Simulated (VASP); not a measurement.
# FeS2 (Pnnm) in VASP: notebook

FeS2 is run at these levels: PBE; tasks: single point.

Program: VASP 6.6.1. These are calculated values, not measurements. Logs are shortened: lines on timing, memory, paths and dates and some standing lists are left out, and cuts for length are marked.

### Step 1. The cell of the first run

Symmetry: Pnnm, No. 58, orthorhombic system. The conventional cell has a = 4.431 Å, b = 5.401 Å, c = 3.379 Å, α = 90.00°, β = 90.00°, γ = 90.00°. Fe (site symmetry 2/m) has 6 S at 2.23 to 2.25 Å within 2.9 Å. S (site symmetry m) has 12 S at 2.22 to 3.38 Å and 6 Fe at 2.23 to 3.60 Å within 3.6 Å.

### Step 2. Single point, PBE

INCAR

```
SYSTEM = FeS2
PREC = Accurate
ENCUT = 600
EDIFF = 1E-6
ISMEAR = -1
SIGMA = 0.02
LREAL = .FALSE.
LASPH = .TRUE.
NELM = 120
ALGO = Normal
ISIF = 2
LWAVE = .FALSE.
LCHARG = .FALSE.
GGA = PE
NBANDS = 29
GGA_COMPAT = .FALSE.
```

KPOINTS

```
regular mesh
0
G
  6 6 8
  0 0 0
```

POSCAR

```
FeS2
1.0
    4.4308093685      0.0000000000      0.0000000000
    0.0000000000      5.4005596105      0.0000000000
    0.0000000000      0.0000000000      3.3792368070
Fe S
2 4
Direct
    0.5000000000      0.5000000000      0.5000000000
    0.0000000000      0.0000000000      0.0000000000
    0.2990463062      0.8778422774      0.5000000000
    0.7009536938      0.1221577226      0.5000000000
    0.2009536938      0.3778422774      0.0000000000
    0.7990463062      0.6221577226      0.0000000000
```

Potentials or basis: VASP PAW PBE potentials, release 64 (Fe, S).

Run with:

```
$ cat potpaw_PBE.64/Fe/POTCAR potpaw_PBE.64/S/POTCAR > POTCAR
$ mpirun -np 1 vasp_std > vasp.out
```

OUTCAR:

```text
SYSTEM = FeS2
   PREC = Accurate
   ENCUT = 600
   EDIFF = 1E-6
   ISMEAR = -1
   LREAL = .FALSE.
   LASPH = .TRUE.
   NELM = 120
   ISIF = 2
   GGA = PE

 ion  position               nearest neighbor table
   1  0.500  0.500  0.500-   3 2.23   4 2.23   5 2.25   6 2.25   5 2.25   6 2.25
   2  0.000  0.000  0.000-   5 2.23   6 2.23   3 2.25   4 2.25   3 2.25   4 2.25
   3  0.299  0.878  0.500-   4 2.22   1 2.23   2 2.25   2 2.25
   4  0.701  0.122  0.500-   3 2.22   1 2.23   2 2.25   2 2.25
   5  0.201  0.378  0.000-   6 2.22   2 2.23   1 2.25   1 2.25
   6  0.799  0.622  0.000-   5 2.22   2 2.23   1 2.25   1 2.25

  LATTYP: Found a simple orthorhombic cell.
 ALAT       =     3.3792368070
 B/A-ratio  =     1.3111864073
 C/A-ratio  =     1.5981595606

  Lattice vectors:

 A1 = (   0.0000000000,   0.0000000000,   3.3792368070)
 A2 = (   4.4308093685,   0.0000000000,   0.0000000000)
 A3 = (   0.0000000000,   5.4005596105,   0.0000000000)

Analysis of symmetry for initial positions (statically):
=====================================================================
 Subroutine PRICEL returns:
 Original cell was already a primitive cell.

 Routine SETGRP: Setting up the symmetry group for a
 simple orthorhombic supercell.

 Subroutine GETGRP returns: Found  8 space group operations
 (whereof  4 operations were pure point group operations)
 out of a pool of  8 trial point group operations.

The static configuration has the point symmetry C_2h.
 The point group associated with its full space group is D_2h.

Analysis of symmetry for dynamics (positions and initial velocities):
=====================================================================
 Subroutine PRICEL returns:
 Original cell was already a primitive cell.

 Routine SETGRP: Setting up the symmetry group for a
 simple orthorhombic supercell.

 Subroutine GETGRP returns: Found  8 space group operations
 (whereof  4 operations were pure point group operations)
 out of a pool of  8 trial point group operations.

The dynamic configuration has the point symmetry C_2h.
 The point group associated with its full space group is D_2h.

 Subroutine INISYM returns: Found  8 space group operations
 (whereof  4 operations are pure point group operations),
 and found     1 'primitive' translations

----------------------------------------------------------------------------------------

                                     Primitive cell

[... 93 lines left out ...]
   LNONCOLLINEAR =      F non collinear calculations
   LSORBIT =      F    spin-orbit coupling
   LASPH  =      T    aspherical Exc in radial PAW
   ENCUT  =  600.0 eV  44.10 Ry    6.64 a.u.   8.85 10.79  6.75*2*pi/ulx,y,z
   NELM   =    120;   NELMIN=  2; NELMDL= -5     # of ELM steps
   EDIFF  = 0.1E-05   stopping-criterion for ELM
   LREAL  =      F    real-space projection
[... 7 lines left out ...]
   TEBEG  =    0.0;   TEEND  =   0.0 temperature during run
   PSTRESS=    0.0 pullay stress
   NELECT =      40.0000    total number of electrons
   NUPDOWN=      -1.0000    fix difference up-down
   EMIN   =  10.00;   EMAX   =-10.00  energy-range for DOS
   EFERMI =   0.00;   METHOD = LEGACY
   ISMEAR =    -1;   SIGMA  =   0.02  broadening in eV -4-tet -1-fermi 0-gaus
   EFERMI_NEDOS =   21; number of points for ismear=-14 and -15
   IALGO  =     38    algorithm
   IMIX   =      4    mixing-type and parameters
     AMIX     =   0.40;   BMIX     =  1.00
     AMIX_MAG =   1.60;   BMIX_MAG =  1.00
  volume/ion in A,a.u.               =      13.48        90.95
  Fermi-wavevector in a.u.,A,eV,Ry     =   1.294736  2.446697 22.808021  1.676342
  Thomas-Fermi vector in A             =   2.426300
   LORBIT       =      0    0 simple, 1 ext, 2 COOP (PROOUT), +10 PAW based schemes
   GGA     = PE    functional components
   LHFCALC =     F    Hartree Fock is set to
   AEXX    =    0.0000 exact exchange contribution
   IVDW    =     0    specifies the selected vdW correction
   LEPSILON=     F    determine dielectric tensor
   LRPA    =     F    only Hartree local field effects (RPA)
 non-spin polarized calculation
  energy-cutoff  :      600.00
  volume of cell :       80.86
 maximum number of plane-waves:      2732
 NGX is ok and might be reduce to    36
   NGX = 17   NGY = 21   NGZ = 13

 number of electron      39.9999993 magnetization

 Free energy of the ion-electron system (eV)
  ---------------------------------------------------
  ext. energy  EPLUGINS =         0.00000000
  ---------------------------------------------------
  free energy    TOTEN  =       -36.09395475 eV

  energy without entropy =      -36.09395475  energy(sigma->0) =      -36.09395475

 E-fermi :   8.3101     XC(G=0): -11.7481

 val. band max:        7.8383106263   @ k =   0.1667   0.0000   0.2500
 cond. band min:       8.7286249400   @ k =   0.0000   0.5000   0.5000
 fundamental gap:      0.8903143137
 Fermi energy:         8.3100732142

 k-point     1 :       0.0000    0.0000    0.0000
  band No.  band energies     occupation
      1      -9.0114      2.00000
      2      -6.7097      2.00000
      3      -4.6429      2.00000
      4      -3.9261      2.00000
      5       0.1882      2.00000
      6       1.7754      2.00000
[... 757 lines left out ...]
     28      14.0104      0.00000
     29      15.5520      0.00000

 [... further k-points ...]

------------------------ aborting loop because EDIFF is reached ----------------------------------------

  FORCE on cell =-STRESS in cart. coord.  units (eV):
  Direction    XX          YY          ZZ          XY          YZ          ZX
  --------------------------------------------------------------------------------------
  -------------------------------------------------------------------------------------
  Total        0.4768416      0.5714741      0.3587357      0.0000000      0.0000000      0.0000000
  in kB        9.4480957     11.3231357      7.1079551      0.0000000      0.0000000      0.0000000
  external PRESSURE =       9.2930622 kB  Pullay stress =       0.0000000 kB

 VOLUME and BASIS-vectors are now :
 -----------------------------------------------------------------------------
  energy-cutoff  :      600.00
  volume of cell :       80.86
      direct lattice vectors                 reciprocal lattice vectors
     4.430809369  0.000000000  0.000000000     0.225692400  0.000000000  0.000000000
     0.000000000  5.400559611  0.000000000     0.000000000  0.185165996  0.000000000
     0.000000000  0.000000000  3.379236807     0.000000000  0.000000000  0.295924807

 POSITION                                       TOTAL-FORCE (eV/Angst)
 -----------------------------------------------------------------------------------
      2.21540      2.70028      1.68962         0.000000      0.000000      0.000000
      0.00000      0.00000      0.00000         0.000000      0.000000      0.000000
      1.32502      4.74084      1.68962        -0.224668     -0.117966      0.000000
      3.10579      0.65972      1.68962         0.224668      0.117966      0.000000
      0.89039      2.04056      0.00000         0.224668     -0.117966      0.000000
      3.54042      3.36000      0.00000        -0.224668      0.117966      0.000000
 -----------------------------------------------------------------------------------
    total drift:                                0.000000      0.000000      0.000000

  FREE ENERGIE OF THE ION-ELECTRON SYSTEM (eV)
  ---------------------------------------------------
  free  energy   TOTEN  =       -36.0939547480 eV

  energy  without entropy=      -36.0939547480  energy(sigma->0) =      -36.09395475
```

stdout:

```text
POSCAR found type information on POSCAR FeS
 POSCAR found :  2 types and       6 ions
 scaLAPACK will be used
 LDA part: xc-table for (Slater+PW92), standard interpolation
 POSCAR, INCAR and KPOINTS ok, starting setup
 FFT: planning ... GRIDC
 FFT: planning ... GRID_SOFT
 FFT: planning ... GRID
 WAVECAR not read
 entering main loop
```

It took 4 min on 1 thread of Intel Xeon 6975P-C (Granite Rapids), shared host; peak memory 0.33 GiB.

Results:

- Free energy: -36.0940 eV
- Pressure: 0.9 GPa
- Largest force: 0.254 eV/Å
- Band gap on the k mesh: 0.89 eV (least direct gap 1.18 eV)

Forces on the atoms (eV/Å):
```
Fe   0.000  0.000  0.000
Fe   0.000  0.000  0.000
S   -0.225 -0.118  0.000
S    0.225  0.118  0.000
S    0.225 -0.118  0.000
S   -0.225  0.118  0.000
```

Stress tensor (GPa, compression positive):
```
0.94 0.00 0.00
0.00 1.13 0.00
0.00 0.00 0.71
```

### Step 3. Single point, PBE (uniaxial x strain +5.0%)

INCAR

```
SYSTEM = FeS2
ALGO = Normal ; EDIFF = 1E-6
ENCUT = 600 ; GGA = PE
GGA_COMPAT = .FALSE. ; ISIF = 2
ISMEAR = -1 ; LASPH = .TRUE.
LCHARG = .FALSE. ; LREAL = .FALSE.
LWAVE = .FALSE. ; NBANDS = 29
NELM = 120 ; PREC = Accurate
SIGMA = 0.02
```

KPOINTS

```
k-points
0
G
  6 6 8
  0 0 0
```

POSCAR

```
FeS2
1.0
    4.6514636751      0.0000000000      0.0000000000
    0.0000000000      5.4005596105      0.0000000000
    0.0000000000      0.0000000000      3.3792368070
Fe S
2 4
Direct
    0.5000000000      0.5000000000      0.5000000000
    0.0000000000      0.0000000000      0.0000000000
    0.2992567073      0.8780687566      0.5000000000
    0.7007432927      0.1219312434      0.5000000000
    0.2007432927      0.3780687566      0.0000000000
    0.7992567073      0.6219312434      0.0000000000
```

Potentials or basis: VASP PAW PBE potentials, release 64 (Fe, S).

Run with:

```
$ cat potpaw_PBE.64/Fe/POTCAR potpaw_PBE.64/S/POTCAR > POTCAR
$ mpirun -np 1 vasp_std > vasp.out
```

Run time: 5 min. Hardware: 1 thread of Intel Xeon 6975P-C (Granite Rapids), shared host; peak memory 0.35 GiB.

The run converged. Its results:

* Free energy: -35.9442 eV
* Pressure: -5.5 GPa
* Largest force: 0.257 eV/Å
* Band gap on the k mesh: 0.63 eV (least direct gap 0.88 eV)

Forces in eV/Å, atoms in the order of the input:
```
Fe   0.000  0.000  0.000
Fe   0.000  0.000  0.000
S   -0.236 -0.104  0.000
S    0.236  0.104  0.000
S    0.236 -0.104  0.000
S   -0.236  0.104  0.000
```

Stress tensor (GPa, compression positive):
```
-12.22   0.00   0.00
  0.00  -0.41   0.00
  0.00   0.00  -3.83
```

Levels at points of the mesh, in eV from the valence-band top:
```tsv
k point	band 16	band 17	band 18	band 19	band 20	band 21	band 22	band 23	band 24	band 25
(0.00, 0.00, 0.00)	-1.06	-1.01	-0.78	-0.69	-0.54	1.23	1.24	2.37	2.88	2.99
(0.50, 0.00, 0.00)	-1.29	-0.69	-0.69	-0.06	-0.06	1.60	1.60	1.73	1.73	2.47
(0.00, 0.50, 0.00)	-1.11	-0.81	-0.81	-0.26	-0.26	0.98	0.98	2.32	2.32	2.62
(0.50, 0.50, 0.00)	-1.31	-1.10	-1.10	-0.83	-0.83	1.15	1.15	1.77	1.77	2.89
(0.00, 0.00, 0.50)	-1.43	-0.84	-0.84	-0.29	-0.29	1.15	1.15	1.44	1.44	2.17
(0.50, 0.00, 0.50)	-1.07	-0.76	-0.76	-0.26	-0.26	1.37	1.37	1.50	1.50	3.17
(0.00, 0.50, 0.50)	-1.72	-1.34	-1.34	-0.28	-0.28	0.63	0.63	2.02	2.02	2.81
(0.50, 0.50, 0.50)	-1.42	-0.60	-0.60	-0.27	-0.27	1.32	1.32	1.98	1.98	2.28
```

Caveat: the cell differs from its parent crystal (uniaxial x strain +5.0%); the stress differs along the axes, from -12 to -0 GPa.

### Step 4. Single point, PBE (strain +4.0%)

INCAR

```
SYSTEM = FeS2
PREC = Accurate
ENCUT = 600
EDIFF = 1E-6
ISMEAR = -1
SIGMA = 0.02
LREAL = .FALSE.
LASPH = .TRUE.
NELM = 120
ALGO = Normal
ISIF = 2
LWAVE = .FALSE.
LCHARG = .TRUE.
GGA = PE
LELF = .TRUE.
LVHAR = .TRUE.
NBANDS = 29
GGA_COMPAT = .FALSE.
```

KPOINTS

```
Automatic mesh
0
G
  6 6 8
  0 0 0
```

POSCAR

```
FeS2
1.0
    4.6084848242      0.0000000000      0.0000000000
    0.0000000000      5.6171220509      0.0000000000
    0.0000000000      0.0000000000      3.5147442030
Fe S
2 4
Direct
    0.5000000000      0.5000000000      0.5000000000
    0.0000000000      0.0000000000      0.0000000000
    0.2993431453      0.8795675738      0.5000000000
    0.7006568547      0.1204324262      0.5000000000
    0.2006568547      0.3795675738      0.0000000000
    0.7993431453      0.6204324262      0.0000000000
```

Run with:

```
$ cat potpaw_PBE.64/Fe/POTCAR potpaw_PBE.64/S/POTCAR > POTCAR
$ mpirun -np 1 vasp_std > vasp.out
```

Wall time 5.1 min (1 thread of Intel Xeon 6975P-C (Granite Rapids), shared host); peak memory 0.36 GiB.

It converged, with:

```yaml
Free_energy: -35.6565 eV
Pressure: -12.9 GPa
Largest_force: 0.318 eV/Å
Band_gap_on_the_k_mesh: 0.60 eV (least direct gap 0.84 eV)
```

Forces in eV/Å, atoms in the order of the input:
```
Fe   0.000  0.000  0.000
Fe   0.000  0.000  0.000
S   -0.283 -0.145  0.000
S    0.283  0.145  0.000
S    0.283 -0.145  0.000
S   -0.283  0.145  0.000
```

Stress tensor (GPa, compression positive):
```
-12.55   0.00   0.00
  0.00 -13.21   0.00
  0.00   0.00 -13.08
```

Levels at points of the mesh, in eV from the valence-band top:
```csv
k point,band 16,band 17,band 18,band 19,band 20,band 21,band 22,band 23,band 24,band 25
"(0.00, 0.00, 0.00)",-0.85,-0.75,-0.57,-0.54,-0.40,1.12,1.14,2.38,2.65,2.84
"(0.50, 0.00, 0.00)",-1.01,-0.50,-0.50,-0.09,-0.09,1.53,1.53,1.70,1.70,2.24
"(0.00, 0.50, 0.00)",-0.86,-0.62,-0.62,-0.25,-0.25,0.98,0.98,2.07,2.07,2.50
"(0.50, 0.50, 0.00)",-1.35,-0.84,-0.84,-0.67,-0.67,1.04,1.04,1.67,1.67,2.79
"(0.00, 0.00, 0.50)",-1.16,-0.69,-0.69,-0.28,-0.28,1.14,1.14,1.40,1.40,2.06
"(0.50, 0.00, 0.50)",-0.82,-0.58,-0.58,-0.23,-0.23,1.23,1.23,1.69,1.69,3.00
"(0.00, 0.50, 0.50)",-1.47,-1.06,-1.06,-0.26,-0.26,0.60,0.60,1.91,1.91,2.69
"(0.50, 0.50, 0.50)",-1.10,-0.43,-0.43,-0.25,-0.25,1.46,1.46,1.70,1.70,2.06
```

Caveat: the cell differs from its parent crystal (strain +4.0%); the cell stands under tension.

### Step 5. Overview

```csv
cell,gap on the mesh (eV),pressure (GPa),largest force (eV/Å)
"a = 4.431, b = 5.401, c = 3.379 Å, 6 atoms, atomic positions A",0.89,0.9,0.25
"a = 4.651, b = 5.401, c = 3.379 Å, 6 atoms, atomic positions B",0.63,-5.5,0.26
"a = 4.608, b = 5.617, c = 3.515 Å, 6 atoms, atomic positions C",0.60,-12.9,0.32
```

Alike in all rows: task single point; level PBE; potentials or basis VASP PAW PBE potentials, release 64 (Fe, S); no spin polarisation; k mesh 6 × 6 × 8; cutoff (eV) 600; smearing fermi-dirac 0.02 eV.

Caveats: the stress differs along the axes, from -12 to -0 GPa (at least some runs); the cell stands under tension (at least some runs).

Absolute energies hang on the potentials; compare differences alone.
